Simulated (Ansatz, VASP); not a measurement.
## One calculation of Hf, two programs

File POSCAR:

```
Hf
1.0
   -1.8050000000      1.8050000000      1.8050000000
    1.8050000000     -1.8050000000      1.8050000000
    1.8050000000      1.8050000000     -1.8050000000
Hf
1
Direct
    0.0000000000      0.0000000000      0.0000000000
```

Contents of INCAR.step1:

```
SYSTEM = Hf
PREC = Accurate ; ENCUT = 600
EDIFF = 1E-5 ; ISMEAR = -1
SIGMA = 0.05 ; LREAL = .FALSE.
LASPH = .TRUE. ; NELM = 60
ALGO = Normal ; LWAVE = .TRUE.
LCHARG = .FALSE. ; GGA = PE
NBANDS = 11
```

The input INCAR.step2:

```
SYSTEM = Hf
PREC = Accurate ; ENCUT = 600
EDIFF = 1E-7 ; ISMEAR = -1
SIGMA = 0.05 ; LREAL = .FALSE.
LASPH = .TRUE. ; NELM = 60
ALGO = Normal ; ISIF = 3
LWAVE = .FALSE. ; LCHARG = .FALSE.
GGA = PE ; LHFCALC = .TRUE.
AEXX = 0.25 ; PRECFOCK = Normal
IBRION = 2 ; NSW = 60
EDIFFG = -0.01 ; ISTART = 1
```

The input KPOINTS:

```
Automatic mesh
0
G
  5 5 5
  0 0 0
```

The input input:

```
crystal:
  lattice:
    - [-1.805, 1.805, 1.805]
    - [1.805, -1.805, 1.805]
    - [1.805, 1.805, -1.805]
  atoms:
    - { symbol: Hf, position: [0.0, 0.0, 0.0] }
hamiltonian:
  xc: pbe0
  pseudopotentials: { kind: paw }
kpoints:
  mp_grid: { grid: [5, 5, 5] }
scf:
  occupations: { method: fermi_dirac, width: 0.05 }
output:
  forces: true
  stress: true
  eigenvalues: true
relax:
  f_tol: 0.01
  max_steps: 40
  cell: { stress_tol: 0.05 }
```

Alike in both runs: task relaxation of cell and atoms; functional PBE0; k mesh 5 × 5 × 5; occupations fermi-dirac, width 0.05 eV; no spin polarisation.

```csv
,VASP,Ansatz
version,VASP 6.6.1,Ansatz 0.2.0
potentials or method,"VASP PAW PBE potentials, release 64 (Hf_pv)",Ansatz PAW
plane-wave cutoff (eV),600,420
valence electrons in the cell,10,26
```

|  | VASP | Ansatz | Ansatz less VASP |
| --- | --- | --- | --- |
| gap on the k mesh at the Fermi level, each at its own relaxed structure (eV) | none | none | - |
| relaxed volume (Å³/atom) | 21.78 | 23.05 | +1.273 |
| relaxed cell length with the largest relative difference (Å) | 3.047 | 3.105 | +0.0583 |

A gap of «none» marks a metal or a gap that the smearing closes. VASP's potentials hold 10 valence electrons a cell and Ansatz's 26, so a difference there can come from the potentials and not from the codes.

The k mesh is coarse, so the values compare programs but aren't converged. Neither program's run includes spin-orbit coupling. Noted on Ansatz's run: the plane-wave basis is chosen anew once the cell has moved, so the energies of steps on either side of that aren't comparable.
